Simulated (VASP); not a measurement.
Write the native input for VASP 6.6.1 that does the following.

```
Task                   : single point
Functional             : PBEsol
Potentials or basis    : VASP PAW PBE potentials, release 64 (Li_sv, Br)
Cutoff                 : 750 eV
k mesh                 : 4 × 4 × 4
Occupations            : gaussian, width 0.01 eV
Spin                   : no spin polarisation
Dipole correction      : no
Further INCAR settings : ALGO = Normal; EDIFF = 1e-06; NBANDS = 12
```

The structure of LiBr lies in POSCAR:

```
LiBr
1.0
    0.0000000000      2.7115587664      2.7115587664
    2.7115587664      0.0000000000      2.7115587664
    2.7115587664      2.7115587664      0.0000000000
Li Br
1 1
Direct
    0.0000000000      0.0000000000      0.0000000000
    0.5000000000      0.5000000000      0.5000000000
```

These files were run (other wordings do the same):

INCAR

```
PREC = Accurate
ENCUT = 750
EDIFF = 1E-6
ISMEAR = 0
SIGMA = 0.01
LREAL = False
LASPH = True
NELM = 120
ALGO = Normal
ISIF = 2
LWAVE = False
LCHARG = False
GGA = PS
NBANDS = 12
GGA_COMPAT = False
```

KPOINTS

```
Automatic mesh
0
Gamma
  4 4 4
```

Potentials or basis: VASP PAW PBE potentials, release 64 (Li_sv, Br).

Run with:

```console
$ cat potpaw_PBE.64/Li_sv/POTCAR potpaw_PBE.64/Br/POTCAR > POTCAR
$ mpirun -np 1 vasp_std > vasp.out
```

Results of the run:

```yaml
Pressure: 0.0 GPa
Band_gap_on_the_k_mesh: 4.95 eV, direct
```

Caveat: the k points lie up to 0.50 Å⁻¹ apart; the PAW data sets were made with another functional, which shifts forces and pressure a little.

It took 16 s on 1 thread of Intel Xeon 8259CL, on a shared host, peak memory 0.19 GiB.
